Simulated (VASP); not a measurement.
A run of VASP 6.6.1 is set up as follows.

File POSCAR:

```
Cu
1.0
    2.0954893324     -4.4608378561      0.0000000000
    2.0954893324      4.4608378561      0.0000000000
    0.0000000000      0.0000000000      2.5783570131
Cu
4
Direct
    0.1328389126      0.8671610874     -0.0000132607
    0.6328389126      0.3671610874      0.5000132607
    0.8671610874      0.1328389126      1.0000132607
    0.3671610874      0.6328389126      0.4999867393
```

Contents of INCAR.step1:

```
SYSTEM = Cu
PREC = Accurate
ENCUT = 520
ISMEAR = 0
SIGMA = 0.1
LREAL = .False.
LASPH = .True.
NELM = 100
NBANDS = 30
GGA = PE
ALGO = Normal
EDIFF = 1E-4
LWAVE = .True.
LCHARG = .False.
```

The input INCAR.step2:

```
SYSTEM = Cu
PREC = Accurate
ENCUT = 520
EDIFF = 1E-6
ISMEAR = 0
SIGMA = 0.1
LREAL = .False.
LASPH = .True.
NELM = 100
ALGO = Normal
ISIF = 2
LWAVE = .False.
LCHARG = .False.
METAGGA = R2SCAN
LMIXTAU = .True.
NBANDS = 30
ISTART = 1
```

The input KPOINTS:

```
Automatic mesh
0
Gamma
  6 6 4
  0 0 0
```

Potentials or basis: VASP PAW PBE potentials, release 64 (Cu).

Launch:

```console
$ cat potpaw_PBE.64/Cu/POTCAR > POTCAR
$ cp INCAR.step1 INCAR
$ mpirun -np 1 vasp_std > vasp.out
$ cp INCAR.step2 INCAR
$ mpirun -np 1 vasp_std > vasp.out
```

What does it give for the band gap on the k mesh?

Zero (bands 22 and 23 overlap by 3.17 eV).

What does it give for the pressure?

0.7 GPa.

Caveat: the k points lie up to 0.61 Å⁻¹ apart, too coarse for converged energies and pressures of a metal; the PAW data sets were made with another functional, which shifts forces and pressure a little.
